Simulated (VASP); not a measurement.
A run of VASP 6.6.1:

The input INCAR:

```
PREC = Accurate ; ENCUT = 520
EDIFF = 1E-7 ; ISMEAR = 1
SIGMA = 0.05 ; LREAL = False
LASPH = True ; NELM = 100
ALGO = Normal ; ISIF = 2
LWAVE = False ; LCHARG = False
GGA = PE ; IVDW = 12
NBANDS = 16
```

KPOINTS

```
regular mesh
0
Gamma
  12 12 4
```

POSCAR

```
BN
1.0
    2.3306848890      0.0000000000      0.0000000000
   -1.1653424445      2.1703573356      0.0000000000
    0.0000000000      0.0000000000      6.5923998870
B N
2 2
Direct
   -0.1383014547      0.0000000000      0.5000000000
    0.4718745842      0.6666666667      0.0000000000
    0.1378735981      0.0000000000      0.0000000000
    0.5286080042      0.3333333333      0.5000000000
```

Potentials or basis: VASP PAW PBE potentials, release 64 (B, N).

Run with:

```console
$ cat potpaw_PBE.64/B/POTCAR potpaw_PBE.64/N/POTCAR > POTCAR
$ mpirun -np 1 vasp_std > vasp.out
```

Hardware: 1 thread of Intel Xeon 8259CL (shared host).

Q: Estimate the wall time of this run.

A: It took 2.3 min on 1 thread of Intel Xeon 8259CL (shared host), peak memory 0.23 GiB. Counts: scf iterations 14, k points 222.
